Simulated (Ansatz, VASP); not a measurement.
## Li3SiN2 in VASP and in Ansatz

```
Li Si N
1.0
     3.85560    0.00000    0.00000
    -1.54605    5.07036    0.00000
    -0.53528   -2.24005    7.20224
Li Si N
6 2 4
Cartesian
  -0.6326 -0.9342 5.7670
  2.8765 0.3923 2.5288
  -0.3694 3.1646 4.6879
  -0.5909 4.2900 1.7803
  0.4162 2.5135 6.8705
  1.6100 3.1122 3.1986
  1.1499 0.6934 4.9081
  1.6950 2.2390 0.7918
  1.3853 2.3266 5.0240
  1.2993 3.7772 1.3102
  1.3266 -0.3884 6.2970
  0.5939 -0.2542 3.6504
```

Change from the starting cell: the structure that the rattled cell fell into.

Alike in both runs: task single point; functional PBE; k mesh 6 × 4 × 4; occupations gaussian, width 0.1 eV; no spin polarisation.

```csv
,VASP,Ansatz
version,VASP 6.6.1,Ansatz 0.2.0
potentials or method,"VASP PAW PBE potentials, release 64 (Li_sv, Si, N), cutoff 520 eV","scalar-relativistic, plane waves, PAW"
valence electrons in the cell,46,46
```

|  | VASP | Ansatz | Ansatz less VASP |
| --- | --- | --- | --- |
| gap on the k mesh at the Fermi level (eV) | 0.47 | 0.47 | -0.004 |
| least direct gap on the mesh (eV) | 0.47 | 0.47 | -0.004 |
| rms of the force components (eV/Å) | 0.142 | 0.137 | -0.0048 |

Atom by atom the forces differ by 0.010 eV/Å (rms over components). With one functional, cell and mesh, what is left measures potentials, basis and numerics.

Noted on VASP's run: the cutoff is under 1.25 times that of the potentials, so the pressure is a little rough.
